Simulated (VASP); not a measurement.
Here is a VASP 6.6.1 calculation.

Contents of INCAR:

```
PREC = Accurate
ENCUT = 520
EDIFF = 1E-7
ISMEAR = -1
SIGMA = 0.05
LREAL = False
LASPH = True
NELM = 60
ALGO = Normal
ISIF = 2
LWAVE = False
LCHARG = True
GGA = PS
LELF = True
LVHAR = True
NBANDS = 12
```

File KPOINTS:

```
Automatic mesh
0
Gamma
  17 17 17
```

POSCAR

```
Sc
1.0
    0.0000000000      1.9243516736      1.9243516736
    1.9243516736      0.0000000000      1.9243516736
    1.9243516736      1.9243516736      0.0000000000
Sc
1
Direct
    0.0000000000      0.0000000000      0.0000000000
```

Potentials or basis: VASP PAW PBE potentials, release 64 (Sc_sv).

Command:

```console
$ cat potpaw_PBE.64/Sc_sv/POTCAR > POTCAR
$ mpirun -np 1 vasp_std > vasp.out
```

**Question.** Predict the pressure.

**Answer.** 58.6 GPa.

Caveat: the PAW data sets were made with another functional, which shifts forces and pressure a little.
